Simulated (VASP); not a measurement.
# ZrB (Fm-3m) in VASP: further runs

ZrB is run at these levels: LDA, PBE0; tasks: single point.

Program: VASP 6.6.1. These are calculated values, not measurements. Logs are shortened: lines on timing, memory, paths and dates and some standing lists are left out, and cuts for length are marked.

**1. The cell of the first run**

It takes space group Fm-3m (No. 225, cubic). Conventional cell: a = 4.650 Å, b = 4.650 Å, c = 4.650 Å, α = 90.00°, β = 90.00°, γ = 90.00°. Within 3.1 Å of Zr (site symmetry m-3m) lie 6 B at 2.32 to 2.33 Å. B (site symmetry m-3m) has 6 Zr at 2.32 to 2.33 Å within 3.1 Å.

**2. Single point, LDA (atoms moved at random)**

The input, INCAR:

```
SYSTEM = ZrB
ALGO = Normal
EDIFF = 1E-7
ENCUT = 520
GGA = CA
ISIF = 2
ISMEAR = 1
LASPH = .TRUE.
LCHARG = .FALSE.
LREAL = .FALSE.
LWAVE = .FALSE.
NBANDS = 14
NELM = 100
PREC = Accurate
SIGMA = 0.01
```

The input, KPOINTS:

```
k-points
0
G
  8 8 8
  0 0 0
```

The input, POSCAR:

```
ZrB
1.0
    0.0000000000      2.3250000000      2.3250000000
    2.3250000000      0.0000000000      2.3250000000
    2.3250000000      2.3250000000      0.0000000000
Zr B
1 1
Direct
   -0.0151171630     -0.0113747912      0.0149023940
    0.4848841630      0.4886067912      0.5148976060
```

Potentials or basis: VASP PAW LDA potentials, release 64 (Zr_sv, B).

On the command line:

```
$ cat potpaw_LDA.64/Zr_sv/POTCAR potpaw_LDA.64/B/POTCAR > POTCAR
$ mpirun -np 1 vasp_std > vasp.out
```

OUTCAR:

```text
SYSTEM = ZrB
   EDIFF = 1E-7
   ENCUT = 520
   GGA = CA
   ISIF = 2
   ISMEAR = 1
   LASPH = .TRUE.
   LREAL = .FALSE.
   NELM = 100
   PREC = Accurate

 ion  position               nearest neighbor table
   1  0.985  0.989  0.015-   2 2.32   2 2.32   2 2.32   2 2.33   2 2.33   2 2.33
   2  0.485  0.489  0.515-   1 2.32   1 2.32   1 2.32   1 2.33   1 2.33   1 2.33

  LATTYP: Found a face centered cubic cell.
 ALAT       =     4.6500000000

  Lattice vectors:

 A1 = (   0.0000000000,   2.3250000000,   2.3250000000)
 A2 = (   2.3250000000,   0.0000000000,   2.3250000000)
 A3 = (   2.3250000000,   2.3250000000,   0.0000000000)

Analysis of symmetry for initial positions (statically):
=====================================================================
 Subroutine PRICEL returns:
 Original cell was already a primitive cell.

 Routine SETGRP: Setting up the symmetry group for a
 face centered cubic supercell.

 Subroutine GETGRP returns: Found  4 space group operations
 (whereof  1 operations were pure point group operations)
 out of a pool of 48 trial point group operations.

The static configuration has the point symmetry C_1 .
 The point group associated with its full space group is C_2v.

Analysis of symmetry for dynamics (positions and initial velocities):
=====================================================================
 Subroutine PRICEL returns:
 Original cell was already a primitive cell.

 Routine SETGRP: Setting up the symmetry group for a
 face centered cubic supercell.

 Subroutine GETGRP returns: Found  4 space group operations
 (whereof  1 operations were pure point group operations)
 out of a pool of 48 trial point group operations.

The dynamic configuration has the point symmetry C_1 .
 The point group associated with its full space group is C_2v.

 Subroutine INISYM returns: Found  4 space group operations
 (whereof  1 operations are pure point group operations),
 and found     1 'primitive' translations

----------------------------------------------------------------------------------------

                                     Primitive cell

  volume of cell :      25.1362

  direct lattice vectors                    reciprocal lattice vectors
     0.000000000  2.325000000  2.325000000    -0.215053763  0.215053763  0.215053763
     2.325000000  0.000000000  2.325000000     0.215053763 -0.215053763  0.215053763
     2.325000000  2.325000000  0.000000000     0.215053763  0.215053763 -0.215053763

  length of vectors
     3.288046533  3.288046533  3.288046533     0.372484045  0.372484045  0.372484045

  position of ions in fractional coordinates (direct lattice)
     0.984882837  0.988625209  0.014902394
     0.484884163  0.488606791  0.514897606

  ion indices of the primitive-cell ions
   primitive index   ion index
                 1           1
                 2           2

----------------------------------------------------------------------------------------

 KPOINTS: k-points

Automatic generation of k-mesh.
 Grid dimensions read from file:
 generate k-points for:    8    8    8

 Generating k-lattice:

  Cartesian coordinates                     Fractional coordinates (reciprocal lattice)
    -0.026881720  0.026881720  0.026881720     0.125000000  0.000000000  0.000000000
     0.026881720 -0.026881720  0.026881720     0.000000000  0.125000000  0.000000000
     0.026881720  0.026881720 -0.026881720     0.000000000  0.000000000  0.125000000

  Length of vectors
     0.046560506  0.046560506  0.046560506

  Shift w.r.t. Gamma in fractional coordinates (k-lattice)
     0.000000000  0.000000000  0.000000000

 Subroutine IBZKPT returns following result:
 ===========================================

 Found     95 irreducible k-points:

 Following reciprocal coordinates:
            Coordinates               Weight
  0.000000  0.000000  0.000000      1.000000
  0.125000  0.000000  0.000000      4.000000
  0.000000  0.125000  0.000000      4.000000
  0.250000  0.000000  0.000000      4.000000
  0.000000  0.250000  0.000000      4.000000
  0.375000  0.000000  0.000000      4.000000
[... 16 lines left out ...]
  0.500000  0.375000  0.500000      4.000000
 -0.375000  0.125000  0.000000      8.000000
 [... further k-points ...]
   k-points           NKPTS =     95   k-points in BZ     NKDIM =     95   number of bands    NBANDS=     14
   number of dos      NEDOS =    301   number of ions     NIONS =      2
   total plane-waves  NPLWV =  13824
   dimension x,y,z NGX =    24 NGY =   24 NGZ =   24
   dimension x,y,z NGXF=    48 NGYF=   48 NGZF=   48
   ions per type =               1   1
   NGX,Y,Z   is equivalent  to a cutoff of  12.13, 12.13, 12.13 a.u.
   NGXF,Y,Z  is equivalent  to a cutoff of  24.27, 24.27, 24.27 a.u.
 SYSTEM =  ZrB
   PREC   = accura    normal or accurate (medium, high low for compatibility)
   ISTART =      0    job   : 0-new  1-cont  2-samecut
   ICHARG =      2    charge: 1-file 2-atom 10-const
   ISPIN  =      1    spin polarized calculation?
   LNONCOLLINEAR =      F non collinear calculations
   LSORBIT =      F    spin-orbit coupling
   LASPH  =      T    aspherical Exc in radial PAW
   ENCUT  =  520.0 eV  38.22 Ry    6.18 a.u.   6.11  6.11  6.11*2*pi/ulx,y,z
   NELM   =    100;   NELMIN=  2; NELMDL= -5     # of ELM steps
   EDIFF  = 0.1E-06   stopping-criterion for ELM
   LREAL  =      F    real-space projection
   EDIFFG = 0.1E-05   stopping-criterion for IOM
   NSW    =      0    number of steps for IOM
   IBRION =     -1    ionic relax: 0-MD 1-quasi-New 2-CG
   NFREE  =      0    steps in history (QN), initial steepest desc. (CG)
   ISIF   =      2    stress and relaxation
   ISYM   =      2    0-nonsym 1-usesym 2-fastsym
   POTIM  = 0.5000    time-step for ionic-motion
   TEBEG  =    0.0;   TEEND  =   0.0 temperature during run
   PSTRESS=    0.0 pullay stress
   NELECT =      15.0000    total number of electrons
   NUPDOWN=      -1.0000    fix difference up-down
   EMIN   =  10.00;   EMAX   =-10.00  energy-range for DOS
   EFERMI =   0.00;   METHOD = LEGACY
   ISMEAR =     1;   SIGMA  =   0.01  broadening in eV -4-tet -1-fermi 0-gaus
   EFERMI_NEDOS =   21; number of points for ismear=-14 and -15
   IALGO  =     38    algorithm
   IMIX   =      4    mixing-type and parameters
     AMIX     =   0.40;   BMIX     =  1.00
     AMIX_MAG =   1.60;   BMIX_MAG =  1.00
  volume/ion in A,a.u.               =      12.57        84.81
  Fermi-wavevector in a.u.,A,eV,Ry     =   1.378285  2.604581 25.846565  1.899669
  Thomas-Fermi vector in A             =   2.503360
   LORBIT       =      0    0 simple, 1 ext, 2 COOP (PROOUT), +10 PAW based schemes
   GGA     = CA    functional components
   LHFCALC =     F    Hartree Fock is set to
   AEXX    =    0.0000 exact exchange contribution
   IVDW    =     0    specifies the selected vdW correction
   LEPSILON=     F    determine dielectric tensor
   LRPA    =     F    only Hartree local field effects (RPA)
 non-spin polarized calculation
 Methfessel and Paxton  Order N= 1 SIGMA  =   0.01
  energy-cutoff  :      520.00
  volume of cell :       25.14
 maximum number of plane-waves:       700
   NGX = 13   NGY = 13   NGZ = 13

 number of electron      15.0000000 magnetization

 Free energy of the ion-electron system (eV)
  ---------------------------------------------------
  ext. energy  EPLUGINS =         0.00000000
  ---------------------------------------------------
  free energy    TOTEN  =       -17.28113557 eV

  energy without entropy =      -17.28111733  energy(sigma->0) =      -17.28112949

 E-fermi :   8.9574     XC(G=0): -12.3879

 val. band max:        8.9123491966   @ k =   0.5000   0.2500   0.0000
 cond. band min:       8.9631894876   @ k =   0.2500   0.1250   0.0000
 fundamental gap:      0.0508402909
 Fermi energy:         8.9574404267

 k-point     1 :       0.0000    0.0000    0.0000
  band No.  band energies     occupation
      1     -37.5977      2.00000
      2     -15.4836      2.00000
      3     -15.4836      2.00000
      4     -15.4836      2.00000
      5       0.7136      2.00000
      6      10.7860      0.00000
      7      10.7860      0.00000
      8      10.7860      0.00000
      9      12.6041      0.00000
     10      12.6041      0.00000
     11      12.7406      0.00000
     12      12.7406      0.00000
     13      12.7406      0.00000
     14      20.0932      0.00000

 k-point     2 :       0.1250    0.0000    0.0000
  band No.  band energies     occupation
      1     -37.5799      2.00000
      2     -15.6357      2.00000
      3     -15.4979      2.00000
      4     -15.4979      2.00000
      5       1.1352      2.00000
      6       9.7261      0.00000
      7      10.2345      0.00000
      8      10.2345      0.00000
      9      11.5158      0.00000
     10      11.5158      0.00000
     11      13.2305      0.00000
     12      15.2144      0.00000
     13      15.2144      0.00000
     14      21.0921      0.00000

 k-point     3 :       0.0000    0.1250    0.0000
  band No.  band energies     occupation
      1     -37.5799      2.00000
      2     -15.6357      2.00000
      3     -15.4979      2.00000
      4     -15.4979      2.00000
      5       1.1352      2.00000
      6       9.7261      0.00000
      7      10.2345      0.00000
      8      10.2345      0.00000
      9      11.5158      0.00000
     10      11.5158      0.00000
     11      13.2305      0.00000
     12      15.2144      0.00000
     13      15.2144      0.00000
     14      21.0921      0.00000
[... 324 lines left out ...]
 k-point    23 :       0.5000    0.3750    0.5000
  band No.  band energies     occupation
      1     -37.4683      2.00000
      2     -16.3903      2.00000
      3     -15.6701      2.00000
      4     -15.6155      2.00000
      5       4.5665      2.00000
      6       5.5249      2.00000
      7       7.7975      2.00000
      8       7.8711      2.00000
      9      13.6601      0.00000
     10      14.7528      0.00000
     11      15.9550      0.00000
     12      18.5369      0.00000
     13      20.5069      0.00000
     14      21.8131      0.00000

 k-point    24 :      -0.3750    0.1250    0.0000
  band No.  band energies     occupation
      1     -37.4744      2.00000
      2     -16.3469      2.00000
      3     -15.6954      2.00000
      4     -15.5801      2.00000
      5       4.2912      2.00000
      6       5.8266      2.00000
      7       7.7286      2.00000
      8       7.9455      2.00000
      9      13.7705      0.00000
     10      14.4142      0.00000
     11      15.6134      0.00000
     12      19.0798      0.00000
     13      19.7281      0.00000
     14      22.0775      0.00000

 [... further k-points ...]
[... 5 lines left out ...]
  --------------------------------------------------------------------------------------
  -------------------------------------------------------------------------------------
  Total        4.0907511      4.0907335      4.0907511     -0.0000000      0.0000000     -0.0000024
  in kB      260.7442664    260.7431491    260.7442664     -0.0000000      0.0000000     -0.0001542
  external PRESSURE =     260.7438940 kB  Pullay stress =       0.0000000 kB

 VOLUME and BASIS-vectors are now :
 -----------------------------------------------------------------------------
  energy-cutoff  :      520.00
  volume of cell :       25.14
      direct lattice vectors                 reciprocal lattice vectors
     0.000000000  2.325000000  2.325000000    -0.215053763  0.215053763  0.215053763
     2.325000000  0.000000000  2.325000000     0.215053763 -0.215053763  0.215053763
     2.325000000  2.325000000  0.000000000     0.215053763  0.215053763 -0.215053763

 POSITION                                       TOTAL-FORCE (eV/Angst)
 -----------------------------------------------------------------------------------
      2.33320      2.32450      4.58841        -0.000469     -0.000000     -0.000469
      2.33315      2.32449      2.26337         0.000469      0.000000      0.000469
 -----------------------------------------------------------------------------------
    total drift:                                0.000275      0.000316     -0.000285

  FREE ENERGIE OF THE ION-ELECTRON SYSTEM (eV)
  ---------------------------------------------------
  free  energy   TOTEN  =       -17.2811355723 eV

  energy  without entropy=      -17.2811173336  energy(sigma->0) =      -17.28112949
```

It took 37 s on 1 thread of Intel Xeon 8259CL, shared host; peak memory 0.15 GiB.

What came out:

- Free energy: -17.2811 eV
- Pressure: 26.1 GPa

Caveat: the cell differs from its parent crystal (atoms moved at random).

**3. Single point, LDA, non-collinear spin, zero start, spin-orbit coupling (volume scaled by 1.25)**

The input, INCAR:

```
SYSTEM = ZrB
ALGO = Normal ; EDIFF = 1E-6
ENCUT = 520 ; GGA = CA
GGA_COMPAT = .FALSE. ; ISIF = 2
ISMEAR = 1 ; LASPH = .TRUE.
LCHARG = .TRUE. ; LMAXMIX = 4
LORBIT = 11 ; LORBMOM = .TRUE.
LREAL = .FALSE. ; LSORBIT = .TRUE.
LVHAR = .TRUE. ; LWAVE = .FALSE.
MAGMOM = 0 0 0 0 0 0 ; NBANDS = 27
NELM = 150 ; PREC = Accurate
SIGMA = 0.05
```

The input, KPOINTS:

```
k-points
0
G
  10 10 10
  0 0 0
```

The input, POSCAR:

```
ZrB
1.0
    0.0000000000      2.5045303272      2.5045303272
    2.5045303272      0.0000000000      2.5045303272
    2.5045303272      2.5045303272      0.0000000000
Zr B
1 1
Direct
    0.0000000000      0.0000000000      0.0000000000
    0.5000000000      0.5000000000      0.5000000000
```

Potentials or basis: VASP PAW LDA potentials, release 64 (Zr_sv, B).

On the command line:

```
$ cat potpaw_LDA.64/Zr_sv/POTCAR potpaw_LDA.64/B/POTCAR > POTCAR
$ mpirun -np 1 vasp_ncl > vasp.out
```

It took 2.7 min on 1 thread of Intel Xeon 8259CL, shared host; peak memory 0.24 GiB.

It converged, with:

```yaml
Free_energy: -17.4234 eV
Pressure: -15.4 GPa
Net_moment: 0.00 μB per cell
Valence_electrons_inside_the_program's_atomic_spheres: Zr 9.77; B 1.72
```

Moments on the atoms (μB; x, y, z):
```
Zr  0.00 0.00 0.00
B   0.00 0.00 0.00
```

Caveat: the cell differs from its parent crystal (volume scaled by 1.25).

**4. Single point, PBE0**

This run uses another cell than the first one, of 13.32 Å³/atom, 1.060 times its volume.

The input, POSCAR:

```
ZrB
1.0
    0.0000000000      2.3705998121      2.3705998121
    2.3705998121      0.0000000000      2.3705998121
    2.3705998121      2.3705998121      0.0000000000
Zr B
1 1
Direct
    0.0000000000      0.0000000000      0.0000000000
    0.5000000000      0.5000000000      0.5000000000
```

The input, INCAR.step1:

```
  ALGO = Normal
  EDIFF = 1E-5
  ENCUT = 520
  GGA = PE
  ISIF = 2
  ISMEAR = -1
  LASPH = T
  LCHARG = F
  LREAL = F
  LWAVE = T
  NBANDS = 14
  NELM = 60
  PREC = Accurate
  SIGMA = 0.05
```

The input, INCAR.step2:

```
  AEXX = 0.25
  ALGO = Normal
  EDIFF = 1E-7
  ENCUT = 520
  GGA = PE
  ISIF = 2
  ISMEAR = -1
  ISTART = 1
  LASPH = T
  LCHARG = F
  LHFCALC = T
  LREAL = F
  LWAVE = F
  NBANDS = 14
  NELM = 60
  PREC = Accurate
  PRECFOCK = Normal
  SIGMA = 0.05
```

The input, KPOINTS:

```
k-points
0
Gamma
  6 6 6
```

Potentials or basis: VASP PAW PBE potentials, release 64 (Zr_sv, B).

On the command line:

```
$ cat potpaw_PBE.64/Zr_sv/POTCAR potpaw_PBE.64/B/POTCAR > POTCAR
$ cp INCAR.step1 INCAR
$ mpirun -np 1 vasp_std > vasp.out
$ cp INCAR.step2 INCAR
$ mpirun -np 1 vasp_std > vasp.out
```

Wall time 32 min (1 thread of Oxide Virtual Turin-like, shared host); peak memory 0.14 GiB.

Results (log left out):

* Free energy: -19.2461 eV
* Pressure: 18.4 GPa

Levels at points of the mesh, in eV from the Fermi level:
```
           k point  band 6  band 7  band 8  band 9  band 10  band 11
(0.00, 0.00, 0.00)    3.21    3.21    3.21    4.78     4.78     4.93
(0.50, 0.00, 0.00)   -4.83   -1.59   -1.59    7.13     7.13     8.68
(0.50, 0.50, 0.00)   -1.07   -1.06    3.31    3.31     6.59     8.28
```

Caveat: the k points lie up to 0.38 Å⁻¹ apart; the PAW data sets were made with another functional, which shifts forces and pressure a little.

**5. Single point, PBE0**

This run uses another cell than the first one, of 11.81 Å³/atom, 0.940 times its volume.

The input, POSCAR:

```
ZrB
1.0
    0.0000000000      2.2775377028      2.2775377028
    2.2775377028      0.0000000000      2.2775377028
    2.2775377028      2.2775377028      0.0000000000
Zr B
1 1
Direct
    0.0000000000      0.0000000000      0.0000000000
    0.5000000000      0.5000000000      0.5000000000
```

The input, INCAR.step1:

```
SYSTEM = ZrB
ALGO = Normal ; EDIFF = 1E-5
ENCUT = 520 ; GGA = PE
ISIF = 2 ; ISMEAR = -1
LASPH = .True. ; LCHARG = .False.
LREAL = .False. ; LWAVE = .True.
NBANDS = 14 ; NELM = 80
PREC = Accurate ; SIGMA = 0.05
```

The input, INCAR.step2:

```
SYSTEM = ZrB
AEXX = 0.25 ; ALGO = Normal
EDIFF = 1E-6 ; ENCUT = 520
GGA = PE ; ISIF = 2
ISMEAR = -1 ; ISTART = 1
LASPH = .True. ; LCHARG = .False.
LHFCALC = .True. ; LREAL = .False.
LWAVE = .False. ; NBANDS = 14
NELM = 80 ; PREC = Accurate
PRECFOCK = Normal ; SIGMA = 0.05
```

The input, KPOINTS:

```
k-points
0
Gamma
  6 6 6
  0 0 0
```

On the command line:

```
$ cat potpaw_PBE.64/Zr_sv/POTCAR potpaw_PBE.64/B/POTCAR > POTCAR
$ cp INCAR.step1 INCAR
$ mpirun -np 1 vasp_std > vasp.out
$ cp INCAR.step2 INCAR
$ mpirun -np 1 vasp_std > vasp.out
```

Wall time 24 min (1 thread of Oxide Virtual Turin-like, shared host); peak memory 0.12 GiB.

The run converged. Its results:

```
Free energy : -18.5942 eV
Pressure    : 53.7 GPa
```

Levels at points of the mesh, in eV from the Fermi level:
| k point | band 5 | band 6 | band 7 | band 8 | band 9 | band 10 | band 11 | band 12 |
| --- | --- | --- | --- | --- | --- | --- | --- | --- |
| (0.00, 0.00, 0.00) | -9.99 | 3.30 | 3.30 | 3.30 | 5.21 | 5.21 | 5.24 | 5.24 |
| (0.50, 0.00, 0.00) | -5.24 | -4.28 | -1.89 | -1.89 | 7.89 | 7.89 | 9.73 | 9.83 |
| (0.50, 0.50, 0.00) | -7.95 | -1.51 | -0.59 | 3.76 | 3.76 | 7.33 | 9.25 | 9.25 |

Caveat: the k points lie up to 0.40 Å⁻¹ apart; the PAW data sets were made with another functional, which shifts forces and pressure a little.

**6. The runs side by side**

| level | potentials or basis | spin | cell | k mesh | smearing | grid for exact exchange (PRECFOCK) | gap on the mesh (eV) | pressure (GPa) |
| --- | --- | --- | --- | --- | --- | --- | --- | --- |
| LDA | VASP PAW LDA potentials, release 64 (Zr_sv, B) | off | a = 3.288 Å, angles 60.0°, 2 atoms | 8 × 8 × 8 | methfessel-paxton 0.01 eV | - | none | 26.1 |
| LDA | VASP PAW LDA potentials, release 64 (Zr_sv, B) | non-collinear, zero start, SOC | a = 3.542 Å, angles 60.0°, 2 atoms | 10 × 10 × 10 | methfessel-paxton 0.05 eV | - | - | -15.4 |
| PBE0 | VASP PAW PBE potentials, release 64 (Zr_sv, B) | off | a = 3.353 Å, angles 60.0°, 2 atoms | 6 × 6 × 6 | fermi-dirac 0.05 eV | Normal | none | 18.4 |
| PBE0 | VASP PAW PBE potentials, release 64 (Zr_sv, B) | off | a = 3.221 Å, angles 60.0°, 2 atoms | 6 × 6 × 6 | fermi-dirac 0.05 eV | Normal | none | 53.7 |

Alike in all rows: task single point; cutoff (eV) 520.

Caveats: some runs use coarse meshes; the PAW data sets were made with another functional, which shifts forces and pressure a little (some runs).

Absolute energies hang on the potentials; compare differences alone.
